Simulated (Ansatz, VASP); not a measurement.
## One calculation of Eu, two programs

```xyz
1
Lattice="-2.3030 2.3030 2.3030 2.3030 -2.3030 2.3030 2.3030 2.3030 -2.3030" Properties=species:S:1:pos:R:3 pbc="T T T"
Eu    0.0000    0.0000    0.0000
```

Alike in both runs: task single point; functional PBE; k mesh 10 × 10 × 10; occupations fermi-dirac, width 0.05 eV; collinear spin; Hubbard terms Eu f U = 1.0 eV.

|  | VASP | Ansatz |
| --- | --- | --- |
| version | VASP 6.6.1 | Ansatz 0.2.0 |
| potentials or method | VASP PAW PBE potentials, release 64 (Eu), cutoff 520 eV | all-electron LAPW, scalar-relativistic |

```tsv
	VASP	Ansatz	Ansatz less VASP
pressure (GPa)	-1.4	-1.2	+0.27
net moment per atom (μB)	7.40	7.40	+0.007
size of the moment on the site where the two differ most (μB)	6.74	7.22	+0.486
```

Site moments also hang on the region over which each program counts them. The programs project onto different local orbitals, so the same U acts differently, and such runs can settle in different states. Ansatz ran all-electron here, and VASP with PAW potentials. Ansatz's warnings: filled band counts differ across k points.

Spin-orbit coupling is off throughout.
